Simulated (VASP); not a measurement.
The system is InP.

```xyz
4
Lattice="3.9176 0.0000 0.0000 -1.9588 3.3927 0.0000 0.0000 0.0000 6.3918" Properties=species:S:1:pos:R:3 pbc="T T T"
In    0.0000    0.0000    0.0000
In    0.0000    0.0000    3.1959
P     0.0000    2.2618    1.5979
P     1.9588    1.1309    4.7938
```

* Program: VASP 6.6.1
* Task: relaxation of cell and atoms
* Functional: PBE
* Potentials or basis: VASP PAW PBE potentials, release 64 (In_d, P)
* Cutoff: 600 eV
* k mesh: 12 × 12 × 6
* Occupations: gaussian, width 0.1 eV
* Spin: no spin polarisation

At the start: pressure 1.7 GPa; volume 21.24 Å³/atom.

**Question.** Where does the relaxation end?

**Answer.** Over 4 steps the energy falls by 11.6 meV/atom and the volume is 21.63 Å³/atom (+1.9 %); space group P6_3/mmc (No. 194, to 0.1 Å) before and after.

Step by step:
```csv
step,energy change (eV),largest force (eV/Å),pressure (GPa),volume (Å³)
1,0.0000,0.0000,1.68,84.96
2,-0.0404,0.0000,-0.92,87.69
3,-0.0405,0.0000,-0.82,87.59
4,-0.0464,0.0000,-0.04,86.54
```

Final structure:
```
CELL_PARAMETERS angstrom
3.88622 0.00000 0.00000
-1.94311 3.36557 0.00000
0.00000 0.00000 6.61624
ATOMIC_POSITIONS crystal
In 0.00000 0.00000 0.00000
In 0.00000 0.00000 0.50000
P 0.33333 0.66667 0.25000
P 0.66667 0.33333 0.75000
```
